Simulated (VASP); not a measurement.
Set up this calculation in VASP 6.6.1, as the native input.

```
Task                   : single point
Functional             : PBE
Potentials or basis    : VASP PAW PBE potentials, release 64 (Si, Se)
Cutoff                 : 520 eV
k mesh                 : 6 × 6 × 6
Occupations            : gaussian, width 0.1 eV
Spin                   : no spin polarisation
Dipole correction      : no
Further INCAR settings : ALGO = Normal; EDIFF = 1e-06; NBANDS = 35
```

The structure of Si3Se2 lies in POSCAR:

```
Si3Se2
1.0
    3.1514466324      1.8194885615      5.7361061256
   -3.1514466324      1.8194885615      5.7361061256
    0.0000000000     -3.6389771232      5.7361061256
Si Se
6 4
Direct
    0.0562500000      0.4437500000      0.7500000000
    0.7500000000      0.0562500000      0.4437500000
    0.4437500000      0.7500000000      0.0562500000
    0.9437500000      0.5562500000      0.2500000000
    0.2500000000      0.9437500000      0.5562500000
    0.5562500000      0.2500000000      0.9437500000
    0.8521800000      0.8521800000      0.8521800000
    0.6478200000      0.6478200000      0.6478200000
    0.1478200000      0.1478200000      0.1478200000
    0.3521800000      0.3521800000      0.3521800000
```

One way to write it, as run:

INCAR

```
SYSTEM = Si3Se2
PREC     = Accurate       ! precision mode
ENCUT    = 520            ! plane-wave cutoff, eV
EDIFF    = 1E-6           ! SCF threshold, eV
ISMEAR   = 0              ! smearing method
SIGMA    = 0.1            ! smearing width, eV
LREAL    = .FALSE.        ! projectors in reciprocal space
LASPH    = .TRUE.         ! aspherical terms in the spheres
NELM     = 80             ! most SCF steps
ALGO     = Normal         ! electronic algorithm
ISIF     = 2              ! what is computed and relaxed
LWAVE    = .FALSE.        ! write WAVECAR
LCHARG   = .FALSE.        ! write CHGCAR
GGA      = PE             ! functional
NBANDS   = 35             ! bands
```

KPOINTS

```
Automatic mesh
0
G
  6 6 6
  0 0 0
```

Potentials or basis: VASP PAW PBE potentials, release 64 (Si, Se).

Run with:

```bash
$ cat potpaw_PBE.64/Si/POTCAR potpaw_PBE.64/Se/POTCAR > POTCAR
$ mpirun -np 1 vasp_std > vasp.out
```

Results of the run:

```yaml
Pressure: 9.8 GPa
Largest_force: 0.672 eV/Å
Band_gap_on_the_k_mesh: zero (band 24 reaches 7.34 eV, above the bottom of band 25 at 6.44 eV)
```

Wall time 3 min on 1 thread of Intel(R) Xeon(R) 6975P-C (Granite Rapids) (shared host), peak memory 0.47 GiB.
